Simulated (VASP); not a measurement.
GaN: single point with PBE

GaN:

```
CELL_PARAMETERS angstrom
3.18315 0.00000 0.00000
-1.59157 2.75669 0.00000
0.00000 0.00000 5.18363
ATOMIC_POSITIONS crystal
Ga 0.33333 0.66667 0.99911
Ga 0.66667 0.33333 0.49911
N 0.33333 0.66667 0.37589
N 0.66667 0.33333 0.87589
```

```json
{
  "Program": "VASP 6.6.1",
  "Task": "single point",
  "Functional": "PBE",
  "Potentials or basis": "VASP PAW PBE potentials, release 64 (Ga_d, N)",
  "Cutoff": "520 eV",
  "k mesh": "6 × 6 × 4",
  "Occupations": "gaussian, width 0.01 eV",
  "Spin": "no spin polarisation"
}
```

The pressure is 6.3 GPa, the largest force is 0.004 eV/Å and the band gap on the k mesh is 1.94 eV, direct.

Forces on the atoms (eV/Å):
```
Ga   0.000  0.000  0.004
Ga   0.000  0.000  0.004
N    0.000  0.000 -0.004
N    0.000  0.000 -0.004
```

Levels at points of the mesh, in eV from the valence-band top:
```
           k point  band 16  band 17  band 18  band 19  band 20  band 21
(0.00, 0.00, 0.00)    -0.04     0.00     0.00     1.94     4.28     9.22
(0.50, 0.00, 0.00)    -2.75    -2.21    -1.00     5.08     5.59     6.06
(0.00, 0.00, 0.50)    -0.53    -0.53    -0.53     4.27     4.27     8.49
(0.50, 0.00, 0.50)    -1.95    -1.90    -1.90     4.42     4.42     7.79
```

Run time: 25 s on 1 thread of AMD EPYC 7R13 Processor (Zen 3), on a shared host, peak memory 0.13 GiB.

A hybrid or GW would open this gap; PBE tends to underestimate it.
